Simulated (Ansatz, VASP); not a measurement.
## AlCu in VASP and in Ansatz

```xyz
2
Lattice="2.9975 0.0000 0.0000 0.0000 2.9975 0.0000 0.0000 0.0000 2.9975" Properties=species:S:1:pos:R:3 pbc="T T T"
Al    0.0000    0.0000    0.0000
Cu    1.4988    1.4988    1.6238
```

Change from the starting cell: all Cu atoms moved +0.125 Å, as atom 2 along Cartesian [0 0 1].

Alike in both runs: task single point; functional r2SCAN; k mesh 16 × 16 × 16; occupations gaussian, width 0.15 eV; no spin polarisation.

```csv
,VASP,Ansatz
version,VASP 6.6.1,Ansatz 0.2.0
potentials or method,"VASP PAW PBE potentials, release 64 (Al, Cu), cutoff 520 eV","scalar-relativistic, plane waves, PAW"
valence electrons in the cell,14,22
```

```csv
,VASP,Ansatz,Ansatz less VASP
gap on the k mesh at the Fermi level (eV),none,none,-
pressure (GPa),-4.2,-4.2,-0.03
"traceless stress, the component that is largest in VASP (GPa)",-0.35,-0.35,+0.001
rms of the force components (eV/Å),0.288,0.288,+0.0001
```

VASP's potentials were made for PBE, not for r2SCAN. Atom by atom the forces differ by 0.000 eV/Å (rms over components). A gap of «none» marks a metal or a gap that the smearing closes. VASP's potentials hold 14 valence electrons a cell and Ansatz's 22, so a difference there can come from the potentials and not from the codes.
